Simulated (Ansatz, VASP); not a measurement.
## EuZrF4: VASP beside Ansatz

```
Eu Zr F
1.0
     4.02303    0.00000    0.00000
     0.00000    4.02303    0.00000
     0.00000    0.00000    5.60341
Eu Zr F
1 1 4
Direct
  0.00000 0.00000 0.00000
  0.50000 0.50000 0.50000
  0.50000 0.00000 0.72752
  0.00000 0.50000 0.27248
  0.50000 0.00000 0.27248
  0.00000 0.50000 0.72752
```

Change from the starting cell: species swapped into the NbVH4 type (P4/mmm, No. 123).

Alike in both runs: functional PBE; k mesh 4 × 4 × 4; occupations gaussian, width 0.1 eV; collinear spin.

Ansatz relaxed the structure, and its values are those at the end. VASP's run is a single point on that final structure, the one shown.

```csv
,VASP,Ansatz
version,VASP 6.6.1,Ansatz 0.2.0
potentials or method,"VASP PAW PBE potentials, release 64 (Eu, Zr_sv, F), cutoff 520 eV","scalar-relativistic, plane waves, PAW"
valence electrons in the cell,57,57
```

Ansatz gave:

* gap on the k mesh at the Fermi level (eV): none
* pressure (GPa): 0.0
* net moment per atom (μB): 0.84
* size of the moment on the site where the two differ most (μB): 0.91

Task: Which values does VASP return?

Result: gap on the k mesh at the Fermi level (eV): none; pressure (GPa): -0.3; net moment per atom (μB): 0.84; size of the moment on the site where the two differ most (μB): 1.28.

Site moments also hang on the region over which each program counts them. A gap of «none» marks a metal or a gap that the smearing closes.

The k mesh is coarse, so the values compare programs but aren't converged. Spin-orbit coupling is off throughout.
